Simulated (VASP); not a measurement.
Crystal: SiC.

```
Si C
1.0
     3.07600    0.00000    0.00000
    -1.53800    2.66389    0.00000
     0.00000    0.00000    5.04800
Si C
2 2
Direct
  0.33333 0.66667 0.00000
  0.66667 0.33333 0.50000
  0.33333 0.66667 0.38500
  0.66667 0.33333 0.88500
```

| Property | Result |
| --- | --- |
| Program | VASP 6.6.1 |
| Task | relaxation of cell and atoms |
| Functional | r2SCAN |
| Potentials or basis | VASP PAW PBE potentials, release 64 (Si, C) |
| Cutoff | 600 eV |
| k mesh | 6 × 6 × 4 |
| Occupations | gaussian, width 0.1 eV |
| Spin | no spin polarisation |

At the start: pressure -0.2 GPa; volume 10.34 Å³/atom.

Question: How do energy, volume and symmetry change on relaxing?

Answer: Over 4 steps the energy falls by 9.0 meV/atom and the volume is 10.31 Å³/atom (-0.3 %); space group P6_3mc (No. 186, to 0.05 Å).

The path:
```tsv
step	energy change (eV)	largest force (eV/Å)	pressure (GPa)	volume (Å³)
1	0.0000	0.7641	-0.18	41.36
2	-0.0055	0.6924	0.19	41.29
3	-0.0339	0.0565	-0.25	41.32
4	-0.0362	0.0153	0.29	41.23
```

Final structure:
```xyz
4
Lattice="3.0707 0.0000 0.0000 -1.5354 2.6593 0.0000 0.0000 0.0000 5.0492" Properties=species:S:1:pos:R:3 pbc="T T T"
Si    0.0000    1.7729    0.0239
Si    1.5354    0.8864    2.5484
C     0.0000    1.7729    1.9201
C     1.5354    0.8864    4.4446
```

Caveat: the PAW data sets were made with another functional, which shifts forces and pressure a little; the relaxation stopped at a loose force limit of 0.05 eV/Å, so its end isn't a converged minimum.
